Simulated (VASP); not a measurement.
# PbS (P6_3/mmc) in VASP: further runs

PbS is run at these levels: PBE, LDA; tasks: single point.

All numbers are computed with VASP 6.6.1; they aren't measurements. Logs are shortened: lines on timing, memory, paths and dates and some standing lists are left out, and cuts for length are marked.

### Step 1. The cell of the first run

The structure is hexagonal, space group P6_3/mmc (No. 194). The conventional cell has a = 4.997 Å, b = 4.997 Å, c = 5.997 Å, α = 90.00°, β = 90.00°, γ = 120.00°. Pb (site symmetry -6m2) has 5 S at 2.89 to 3.00 Å within 3.8 Å. Within 3.8 Å of S (site symmetry -6m2) lie 5 Pb at 2.89 to 3.00 Å.

### Step 2. Single point, PBE

INCAR

```
SYSTEM = PbS
ALGO = Normal
EDIFF = 1E-6
ENCUT = 500
GGA = PE
GGA_COMPAT = .FALSE.
ISIF = 2
ISMEAR = 0
LASPH = .TRUE.
LCHARG = .FALSE.
LREAL = .FALSE.
LWAVE = .FALSE.
NBANDS = 28
NELM = 120
PREC = Accurate
SIGMA = 0.01
```

KPOINTS

```
k-points
0
G
  6 6 2
  0 0 0
```

POSCAR

```
PbS
1.0
    4.9970879552      0.0000000000      0.0000000000
   -2.4985439776      4.3276051142      0.0000000000
    0.0000000000      0.0000000000      5.9970707136
Pb S
2 2
Direct
    0.3333333333      0.6666666667      0.2500000000
    0.6666666667      0.3333333333      0.7500000000
    0.6666666667      0.3333333333      0.2500000000
    0.3333333333      0.6666666667      0.7500000000
```

Potentials or basis: VASP PAW PBE potentials, release 64 (Pb_d, S).

On the command line:

```
cat potpaw_PBE.64/Pb_d/POTCAR potpaw_PBE.64/S/POTCAR > POTCAR
mpirun -np 1 vasp_std > vasp.out
```

OUTCAR:

```text
SYSTEM = PbS
   EDIFF = 1E-6
   ENCUT = 500
   GGA = PE
   ISIF = 2
   ISMEAR = 0
   LASPH = .TRUE.
   LREAL = .FALSE.
   NELM = 120
   PREC = Accurate

 ion  position               nearest neighbor table
   1  0.333  0.667  0.250-   3 2.89   3 2.89   3 2.89   4 3.00   4 3.00
   2  0.667  0.333  0.750-   4 2.89   4 2.89   4 2.89   3 3.00   3 3.00
   3  0.667  0.333  0.250-   1 2.89   1 2.89   1 2.89   2 3.00   2 3.00
   4  0.333  0.667  0.750-   2 2.89   2 2.89   2 2.89   1 3.00   1 3.00

  LATTYP: Found a hexagonal cell.
 ALAT       =     4.9970879552
 C/A-ratio  =     1.2001130993

  Lattice vectors:

 A1 = (   4.9970879552,   0.0000000000,   0.0000000000)
 A2 = (  -2.4985439776,   4.3276051142,   0.0000000000)
 A3 = (   0.0000000000,   0.0000000000,   5.9970707136)

Analysis of symmetry for initial positions (statically):
=====================================================================
 Subroutine PRICEL returns:
 Original cell was already a primitive cell.

 Routine SETGRP: Setting up the symmetry group for a
 hexagonal supercell.

 Subroutine GETGRP returns: Found 24 space group operations
 (whereof 12 operations were pure point group operations)
 out of a pool of 24 trial point group operations.

The static configuration has the point symmetry D_3d.
 The point group associated with its full space group is D_6h.

Analysis of symmetry for dynamics (positions and initial velocities):
=====================================================================
 Subroutine PRICEL returns:
 Original cell was already a primitive cell.

 Routine SETGRP: Setting up the symmetry group for a
 hexagonal supercell.

 Subroutine GETGRP returns: Found 24 space group operations
 (whereof 12 operations were pure point group operations)
 out of a pool of 24 trial point group operations.

The dynamic configuration has the point symmetry D_3d.
 The point group associated with its full space group is D_6h.

 Subroutine INISYM returns: Found 24 space group operations
 (whereof 12 operations are pure point group operations),
 and found     1 'primitive' translations

----------------------------------------------------------------------------------------

                                     Primitive cell
[... 79 lines left out ...]
   LNONCOLLINEAR =      F non collinear calculations
   LSORBIT =      F    spin-orbit coupling
   LASPH  =      T    aspherical Exc in radial PAW
   ENCUT  =  500.0 eV  36.75 Ry    6.06 a.u.   9.11  9.11 10.93*2*pi/ulx,y,z
   NELM   =    120;   NELMIN=  2; NELMDL= -5     # of ELM steps
   EDIFF  = 0.1E-05   stopping-criterion for ELM
   LREAL  =      F    real-space projection
   EDIFFG = 0.1E-04   stopping-criterion for IOM
   NSW    =      0    number of steps for IOM
   IBRION =     -1    ionic relax: 0-MD 1-quasi-New 2-CG
   NFREE  =      0    steps in history (QN), initial steepest desc. (CG)
   ISIF   =      2    stress and relaxation
   ISYM   =      2    0-nonsym 1-usesym 2-fastsym
   POTIM  = 0.5000    time-step for ionic-motion
   TEBEG  =    0.0;   TEEND  =   0.0 temperature during run
   PSTRESS=    0.0 pullay stress
   NELECT =      40.0000    total number of electrons
   NUPDOWN=      -1.0000    fix difference up-down
   EMIN   =  10.00;   EMAX   =-10.00  energy-range for DOS
   EFERMI =   0.00;   METHOD = LEGACY
   ISMEAR =     0;   SIGMA  =   0.01  broadening in eV -4-tet -1-fermi 0-gaus
   EFERMI_NEDOS =   21; number of points for ismear=-14 and -15
   IALGO  =     38    algorithm
   IMIX   =      4    mixing-type and parameters
     AMIX     =   0.40;   BMIX     =  1.00
     AMIX_MAG =   1.60;   BMIX_MAG =  1.00
  volume/ion in A,a.u.               =      32.42       218.80
  Fermi-wavevector in a.u.,A,eV,Ry     =   1.106098  2.090222 16.646083  1.223453
  Thomas-Fermi vector in A             =   2.242594
   LORBIT       =      0    0 simple, 1 ext, 2 COOP (PROOUT), +10 PAW based schemes
   GGA     = PE    functional components
   LHFCALC =     F    Hartree Fock is set to
   AEXX    =    0.0000 exact exchange contribution
   IVDW    =     0    specifies the selected vdW correction
   LEPSILON=     F    determine dielectric tensor
   LRPA    =     F    only Hartree local field effects (RPA)
 non-spin polarized calculation
 Gauss-broadening in eV      SIGMA  =   0.01
  energy-cutoff  :      500.00
  volume of cell :      129.69
 maximum number of plane-waves:      3308
   NGX = 19   NGY = 19   NGZ = 21

 number of electron      40.0000005 magnetization

 Free energy of the ion-electron system (eV)
  ---------------------------------------------------
  ext. energy  EPLUGINS =         0.00000000
  ---------------------------------------------------
  free energy    TOTEN  =       -16.87256156 eV

  energy without entropy =      -16.87256156  energy(sigma->0) =      -16.87256156

 E-fermi :   3.8245     XC(G=0):  -8.3926

 val. band max:        3.7423270270   @ k =   0.3333   0.3333   0.5000
 cond. band min:       5.1351262789   @ k =   0.3333   0.3333   0.5000
 fundamental gap:      1.3927992519
 Fermi energy:         3.8245061948

 k-point     1 :       0.0000    0.0000    0.0000
  band No.  band energies     occupation
      1     -13.0742      2.00000
      2     -12.9763      2.00000
      3     -12.9763      2.00000
      4     -12.9572      2.00000
      5     -12.9538      2.00000
      6     -12.9538      2.00000
[... 423 lines left out ...]
     27      10.5157      0.00000
     28      10.5157      0.00000

------------------------ aborting loop because EDIFF is reached ----------------------------------------

  FORCE on cell =-STRESS in cart. coord.  units (eV):
  Direction    XX          YY          ZZ          XY          YZ          ZX
  --------------------------------------------------------------------------------------
  -------------------------------------------------------------------------------------
  Total        0.0438749      0.0438749      3.5529357      0.0000000      0.0000000      0.0000000
  in kB        0.5420300      0.5420300     43.8928869      0.0000000      0.0000000      0.0000000
  external PRESSURE =      14.9923157 kB  Pullay stress =       0.0000000 kB

 VOLUME and BASIS-vectors are now :
 -----------------------------------------------------------------------------
  energy-cutoff  :      500.00
  volume of cell :      129.69
      direct lattice vectors                 reciprocal lattice vectors
     4.997087955  0.000000000  0.000000000     0.200116550  0.115537344  0.000000000
    -2.498543978  4.327605114  0.000000000     0.000000000  0.231074688  0.000000000
     0.000000000  0.000000000  5.997070714     0.000000000  0.000000000  0.166748075

 POSITION                                       TOTAL-FORCE (eV/Angst)
 -----------------------------------------------------------------------------------
     -0.00000      2.88507      1.49927         0.000000     -0.000000      0.000000
      2.49854      1.44254      4.49780        -0.000000      0.000000     -0.000000
      2.49854      1.44254      1.49927         0.000000     -0.000000      0.000000
     -0.00000      2.88507      4.49780        -0.000000      0.000000      0.000000
 -----------------------------------------------------------------------------------
    total drift:                                0.000000      0.000000      0.000000

  FREE ENERGIE OF THE ION-ELECTRON SYSTEM (eV)
  ---------------------------------------------------
  free  energy   TOTEN  =       -16.8725615607 eV

  energy  without entropy=      -16.8725615607  energy(sigma->0) =      -16.87256156
```

stdout:

```text
POSCAR found type information on POSCAR PbS
 POSCAR found :  2 types and       4 ions
 scaLAPACK will be used
 LDA part: xc-table for (Slater+PW92), standard interpolation
 POSCAR, INCAR and KPOINTS ok, starting setup
 FFT: planning ... GRIDC
 FFT: planning ... GRID_SOFT
 FFT: planning ... GRID
 WAVECAR not read
 entering main loop
```

It took 54 s on 1 thread of Intel Xeon Platinum 8488C (Sapphire Rapids), shared host; peak memory 0.24 GiB.

What came out:

```
Free energy            : -16.8726 eV
Pressure               : 1.5 GPa
Band gap on the k mesh : 1.39 eV
```

Caveat: the k points lie up to 0.52 Å⁻¹ apart; spin-orbit coupling is left out, which moves the levels of the heavy elements.

### Step 3. Single point, LDA

This run uses another cell than the first one, of 30.48 Å³/atom.

INCAR

```
SYSTEM = PbS
PREC = Accurate
ENCUT = 500
EDIFF = 1E-6
ISMEAR = -1
SIGMA = 0.02
LREAL = .FALSE.
LASPH = .TRUE.
NELM = 120
ALGO = Normal
ISIF = 2
LWAVE = .FALSE.
LCHARG = .FALSE.
GGA = CA
NBANDS = 28
GGA_COMPAT = .FALSE.
```

KPOINTS

```
Automatic mesh
0
G
  6 6 4
  0 0 0
```

POSCAR

```
PbS
1.0
    4.8944219037      0.0000000000      0.0000000000
   -2.4472109518      4.2386937054      0.0000000000
    0.0000000000      0.0000000000      5.8774814278
Pb S
2 2
Direct
    0.3333333333      0.6666666667      0.2500000000
    0.6666666667      0.3333333333      0.7500000000
    0.6666666667      0.3333333333      0.2500000000
    0.3333333333      0.6666666667      0.7500000000
```

Potentials or basis: VASP PAW LDA potentials, release 64 (Pb_d, S).

On the command line:

```
cat potpaw_LDA.64/Pb_d/POTCAR potpaw_LDA.64/S/POTCAR > POTCAR
mpirun -np 1 vasp_std > vasp.out
```

OUTCAR:

```text
SYSTEM = PbS
   PREC = Accurate
   ENCUT = 500
   EDIFF = 1E-6
   ISMEAR = -1
   LREAL = .FALSE.
   LASPH = .TRUE.
   NELM = 120
   ISIF = 2
   GGA = CA

 ion  position               nearest neighbor table
   1  0.333  0.667  0.250-   3 2.83   3 2.83   3 2.83   4 2.94   4 2.94   2 4.08   2 4.08   2 4.08
                             2 4.08   2 4.08   2 4.08
   2  0.667  0.333  0.750-   4 2.83   4 2.83   4 2.83   3 2.94   3 2.94   1 4.08   1 4.08   1 4.08
                             1 4.08   1 4.08   1 4.08
   3  0.667  0.333  0.250-   1 2.83   1 2.83   1 2.83   2 2.94   2 2.94
   4  0.333  0.667  0.750-   2 2.83   2 2.83   2 2.83   1 2.94   1 2.94

[... 849 lines left out ...]
  -------------------------------------------------------------------------------------
  Total        0.0156988      0.0156988      0.0065827      0.0000000     -0.0000000      0.0000000
  in kB        0.2062778      0.2062778      0.0864945      0.0000000     -0.0000000      0.0000000
  external PRESSURE =       0.1663500 kB  Pullay stress =       0.0000000 kB

 VOLUME and BASIS-vectors are now :
 -----------------------------------------------------------------------------
  energy-cutoff  :      500.00
  volume of cell :      121.93
      direct lattice vectors                 reciprocal lattice vectors
     4.894421904  0.000000000  0.000000000     0.204314221  0.117960871  0.000000000
    -2.447210952  4.238693705  0.000000000     0.000000000  0.235921741  0.000000000
     0.000000000  0.000000000  5.877481428     0.000000000  0.000000000  0.170140903

 POSITION                                       TOTAL-FORCE (eV/Angst)
 -----------------------------------------------------------------------------------
     -0.00000      2.82580      1.46937        -0.000000     -0.000000      0.000000
      2.44721      1.41290      4.40811        -0.000000      0.000000      0.000000
      2.44721      1.41290      1.46937         0.000000      0.000000      0.000000
     -0.00000      2.82580      4.40811         0.000000     -0.000000      0.000000
 -----------------------------------------------------------------------------------
    total drift:                                0.000000     -0.000000      0.000000

  FREE ENERGIE OF THE ION-ELECTRON SYSTEM (eV)
  ---------------------------------------------------
  free  energy   TOTEN  =       -19.4217040297 eV

  energy  without entropy=      -19.4217040297  energy(sigma->0) =      -19.42170403
```

stdout:

```text
POSCAR found type information on POSCAR PbS
 POSCAR found :  2 types and       4 ions
 scaLAPACK will be used
 LDA part: xc-table for (Slater(with rela. corr.)+CA(PZ))
 , standard interpolation
 POSCAR, INCAR and KPOINTS ok, starting setup
 FFT: planning ... GRIDC
 FFT: planning ... GRID_SOFT
 FFT: planning ... GRID
 WAVECAR not read
 entering main loop
```

Wall time 56 s (1 thread of Intel Xeon Platinum 8488C (Sapphire Rapids), shared host); peak memory 0.23 GiB.

Results:

- Free energy: -19.4217 eV
- Pressure: 0.0 GPa
- Band gap on the k mesh: 1.17 eV

Caveat: spin-orbit coupling is left out, which moves the levels of the heavy elements. A k mesh can miss the band edges.
